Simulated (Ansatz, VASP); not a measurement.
MgO in VASP and in Ansatz

```
Mg O
1.0
     0.00000    2.08059    2.08059
     2.08059    0.00000    2.08059
     2.08059    2.08059    0.00000
Mg O
1 1
Direct
  0.00000 0.00000 0.00000
  0.50000 0.50000 0.50000
```

Alike in both runs: task relaxation of cell and atoms; functional LDA; k mesh 8 × 8 × 8; occupations gaussian, width 0.02 eV; no spin polarisation.

|  | VASP | Ansatz |
| --- | --- | --- |
| version | VASP 6.6.1 | Ansatz 0.2.0 |
| potentials or method | VASP PAW LDA potentials, release 64 (Mg_sv, O), cutoff 750 eV | scalar-relativistic, plane waves, PAW |
| valence electrons in the cell | 16 | 16 |

|  | VASP | Ansatz | Ansatz less VASP |
| --- | --- | --- | --- |
| gap on the k mesh at the Fermi level, each at its own relaxed structure (eV) | 5.04 | 5.03 | -0.014 |
| relaxed volume (Å³/atom) | 9.00 | 9.00 | +0.005 |
| relaxed cell length with the largest relative difference (Å) | 2.942 | 2.942 | +0.0005 |

Ansatz warns that its potentials were made for another functional, while VASP's fit it. LDA's correlation is that of Perdew and Zunger in VASP and of Perdew and Wang (1992) in Ansatz.
